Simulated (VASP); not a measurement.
# Si10H5Cl in VASP: a series of runs, part 2 of 2

VASP 6.6.1.

**4. Single point, PBE**

The input, INCAR:

```
SYSTEM = Si10H5Cl
  ALGO = Normal
  EDIFF = 1E-6
  ENCUT = 520
  GGA = PE
  ISIF = 2
  ISMEAR = -1
  LASPH = .TRUE.
  LCHARG = .FALSE.
  LREAL = Auto
  LWAVE = .FALSE.
  NBANDS = 74
  NELM = 100
  PREC = Accurate
  SIGMA = 0.02
```

The input, KPOINTS:

```
k-points
0
G
  2 2 1
  0 0 0
```

The input, POSCAR:

```
Si10H5Cl
1.0
    7.6791800000      0.0000000000      0.0000000000
    0.0000000000      7.6791800000      0.0000000000
    0.0000000000      0.0000000000     20.2543620000
H Si Cl
10 20 2
Direct
    0.4093920184      0.0000000000      0.0493720809
    0.0906079816      0.0000000000      0.0493720809
    0.9093920184      0.0000000000      0.0493720809
    0.5906079816      0.0000000000      0.0493720809
    0.4093920184      0.5000000000      0.0493720809
    0.0906079816      0.5000000000      0.0493720809
    0.9093920184      0.5000000000      0.0493720809
    0.5906079816      0.5000000000      0.0493720809
    0.2186100599      0.2049252655      0.4507596438
    0.7503474329      0.4714828927      0.4258006251
    0.2500000000      0.0000000000      0.0921036170
    0.7500000000      0.0000000000      0.0921036170
    0.2500000000      0.5000000000      0.0921036170
    0.7500000000      0.5000000000      0.0921036170
    0.2487089767      0.2501067822      0.1567282643
    0.7479103238      0.2504708836      0.1570802872
    0.2495675320      0.7493508421      0.1620939726
    0.7491848088      0.7504652841      0.1623092843
   -0.0008121961      0.2471051597      0.2224297660
    0.4965390836      0.2474252459      0.2234299456
   -0.0003407916      0.7529968043      0.2321061508
    0.4985645603      0.7525856927      0.2326438127
    0.0076013324      0.0120617045      0.2969585514
    0.4899563495      0.0115020093      0.2977510721
   -0.0069000857      0.4901301962      0.2946333733
    0.5019477340      0.4906392349      0.2964149648
    0.2474729073      0.0754995976      0.3684500652
    0.7491896270      0.0862058189      0.3534948669
    0.2451492217      0.3793765741      0.3445082595
    0.7489362145      0.4020019065      0.3567105199
    0.1969840530      0.3916034004      0.4754497328
   -0.2502383067     -0.0118442334      0.4501166712
```

Potentials or basis: VASP PAW PBE potentials, release 64 (H, Si, Cl).

The run is started by

```console
> cat potpaw_PBE.64/H/POTCAR potpaw_PBE.64/Si/POTCAR potpaw_PBE.64/Cl/POTCAR > POTCAR
> mpirun -np 1 vasp_std > vasp.out
```

OUTCAR:

```text
SYSTEM = Si10H5Cl
   EDIFF = 1E-6
   ENCUT = 520
   GGA = PE
   ISIF = 2
   ISMEAR = -1
   LASPH = .TRUE.
   LREAL = Auto
   NELM = 100
   PREC = Accurate

 ion  position               nearest neighbor table
   1  0.409  0.000  0.049-  11 1.50
   2  0.091  0.000  0.049-  11 1.50
   3  0.909  0.000  0.049-  12 1.50
   4  0.591  0.000  0.049-  12 1.50
   5  0.409  0.500  0.049-  13 1.50
   6  0.091  0.500  0.049-  13 1.50
   7  0.909  0.500  0.049-  14 1.50
   8  0.591  0.500  0.049-  14 1.50
   9  0.219  0.205  0.451-  31 1.53  27 1.95
  10  0.750  0.471  0.426-  30 1.50
  11  0.250  0.000  0.092-   1 1.50   2 1.50  15 2.32  17 2.39
  12  0.750  0.000  0.092-   3 1.50   4 1.50  16 2.33  18 2.39
  13  0.250  0.500  0.092-   5 1.50   6 1.50  15 2.32  17 2.38
  14  0.750  0.500  0.092-   7 1.50   8 1.50  16 2.32  18 2.39
  15  0.249  0.250  0.157-  13 2.32  11 2.32  19 2.33  20 2.33
  16  0.748  0.250  0.157-  14 2.32  12 2.33  19 2.34  20 2.35
[... 12 lines left out ...]
  29  0.245  0.379  0.345-  25 2.34  26 2.36  27 2.38  31 2.68
  30  0.749  0.402  0.357-  10 1.50  26 2.36  25 2.36  28 2.43
  31  0.197  0.392  0.475-   9 1.53  29 2.68
  32  0.750  0.988  0.450-  28 2.10

  LATTYP: Found a simple tetragonal cell.
 ALAT       =     7.6791800000
 C/A-ratio  =     2.6375683341

  Lattice vectors:

 A1 = (   7.6791800000,   0.0000000000,   0.0000000000)
 A2 = (   0.0000000000,   7.6791800000,   0.0000000000)
 A3 = (   0.0000000000,   0.0000000000,  20.2543620000)

Analysis of symmetry for initial positions (statically):
=====================================================================
 Subroutine PRICEL returns:
 Original cell was already a primitive cell.

 Routine SETGRP: Setting up the symmetry group for a
 simple tetragonal supercell.

 Subroutine GETGRP returns: Found  1 space group operations
 (whereof  1 operations were pure point group operations)
 out of a pool of 16 trial point group operations.

[... 169 lines left out ...]
   EFERMI_NEDOS =   21; number of points for ismear=-14 and -15
   IALGO  =     38    algorithm
   IMIX   =      4    mixing-type and parameters
     AMIX     =   0.40;   BMIX     =  1.00
     AMIX_MAG =   1.60;   BMIX_MAG =  1.00
  volume/ion in A,a.u.               =      37.32       251.88
  Fermi-wavevector in a.u.,A,eV,Ry     =   0.725610  1.371204  7.163599  0.526510
  Thomas-Fermi vector in A             =   1.816375
   LORBIT       =      0    0 simple, 1 ext, 2 COOP (PROOUT), +10 PAW based schemes
   GGA     = PE    functional components
[... 5 lines left out ...]
 non-spin polarized calculation
  energy-cutoff  :      520.00
  volume of cell :     1194.40
 maximum number of plane-waves:     32216
 NGX is ok and might be reduce to    60
   NGX = 29   NGY = 29   NGZ = 75

 number of electron     104.0000005 magnetization

 Free energy of the ion-electron system (eV)
  ---------------------------------------------------
  ext. energy  EPLUGINS =         0.00000000
  ---------------------------------------------------
  free energy    TOTEN  =      -143.17423094 eV

  energy without entropy =     -143.17423094  energy(sigma->0) =     -143.17423094

 E-fermi :  -0.7809     XC(G=0):  -4.5325

 val. band max:       -1.2285956813   @ k =   0.0000   0.5000   0.0000
 cond. band min:      -0.1083281126   @ k =   0.0000   0.0000   0.0000
 fundamental gap:      1.1202675687
 Fermi energy:        -0.7808513265

 k-point     1 :       0.0000    0.0000    0.0000
  band No.  band energies     occupation
      1     -16.7160      2.00000
      2     -16.5994      2.00000
      3     -12.3898      2.00000
      4     -11.3272      2.00000
      5     -10.5637      2.00000
      6     -10.5170      2.00000
[... 257 lines left out ...]
     63       2.4772      0.00000
     64       2.5734      0.00000
 [bands above 64 left out]

------------------------ aborting loop because EDIFF is reached ----------------------------------------

  FORCE on cell =-STRESS in cart. coord.  units (eV):
  Direction    XX          YY          ZZ          XY          YZ          ZX
  --------------------------------------------------------------------------------------
  -------------------------------------------------------------------------------------
  Total       15.4653770      0.5981455     -5.4601601      0.0754752     -0.5118726      1.2345110
  in kB       20.7454486      0.8023598     -7.3243265      0.1012433     -0.6866322      1.6559883
  external PRESSURE =       4.7411606 kB  Pullay stress =       0.0000000 kB

 VOLUME and BASIS-vectors are now :
 -----------------------------------------------------------------------------
  energy-cutoff  :      520.00
  volume of cell :     1194.40
      direct lattice vectors                 reciprocal lattice vectors
     7.679180000  0.000000000  0.000000000     0.130222237  0.000000000  0.000000000
     0.000000000  7.679180000  0.000000000     0.000000000  0.130222237  0.000000000
     0.000000000  0.000000000 20.254362000     0.000000000  0.000000000  0.049372081

 POSITION                                       TOTAL-FORCE (eV/Angst)
 -----------------------------------------------------------------------------------
      3.14379      0.00000      1.00000        -0.625690     -0.077503      0.009940
      0.69580      0.00000      1.00000         0.630270     -0.082969      0.001489
      6.98338      0.00000      1.00000        -0.618067     -0.056460      0.021539
      4.53539      0.00000      1.00000         0.632779     -0.076450     -0.006268
      3.14379      3.83959      1.00000        -0.630227      0.069652      0.004957
      0.69580      3.83959      1.00000         0.634952      0.074741     -0.003738
[... 24 lines left out ...]
      1.51268      3.00719      9.62993         0.163169      0.047396     -0.603218
      5.75755      7.58823      9.11683         0.001735      0.026391     -0.030593
 -----------------------------------------------------------------------------------
    total drift:                                0.002545      0.005197     -0.018869

  FREE ENERGIE OF THE ION-ELECTRON SYSTEM (eV)
  ---------------------------------------------------
  free  energy   TOTEN  =      -143.1742309387 eV

  energy  without entropy=     -143.1742309386  energy(sigma->0) =     -143.17423094
```

stdout:

```text
POSCAR found type information on POSCAR H SiCl
 POSCAR found :  3 types and      32 ions
 scaLAPACK will be used
 LDA part: xc-table for (Slater+PW92), standard interpolation
 POSCAR, INCAR and KPOINTS ok, starting setup
 FFT: planning ... GRIDC
 FFT: planning ... GRID_SOFT
 FFT: planning ... GRID
 WAVECAR not read
 entering main loop
```

It took 32 min on 1 thread of Oxide Virtual Turin-like, shared host; peak memory 1.2 GiB.

What came out:

```
Free energy            : -143.1742 eV
Largest force          : 0.639 eV/Å
Band gap on the k mesh : 1.12 eV, indirect (least direct gap 1.23 eV)
```

Forces in eV/Å, atoms in the order of the input:
```
H   -0.626 -0.078  0.010
H    0.630 -0.083  0.001
H   -0.618 -0.056  0.022
H    0.633 -0.076 -0.006
H   -0.630  0.070  0.005
H    0.635  0.075 -0.004
H   -0.619  0.071  0.023
H    0.629  0.086  0.003
H    0.077 -0.207 -0.329
H    0.003 -0.006  0.000
Si  -0.005 -0.247  0.098
Si  -0.073 -0.207  0.129
Si  -0.009  0.225  0.064
Si  -0.047  0.267  0.124
Si   0.000  0.001  0.004
Si  -0.012 -0.006  0.033
Si   0.001  0.001 -0.002
Si  -0.003 -0.003  0.005
Si   0.019  0.006  0.018
Si  -0.032  0.009  0.029
Si   0.002  0.004  0.007
Si  -0.012 -0.001  0.016
Si  -0.001 -0.006  0.022
Si  -0.014 -0.006  0.030
Si  -0.006 -0.005  0.008
Si  -0.028 -0.006  0.023
Si  -0.017  0.006  0.045
Si  -0.003 -0.012  0.038
Si  -0.032  0.096  0.227
Si  -0.008  0.018 -0.008
Cl   0.163  0.047 -0.603
Cl   0.002  0.026 -0.031
```
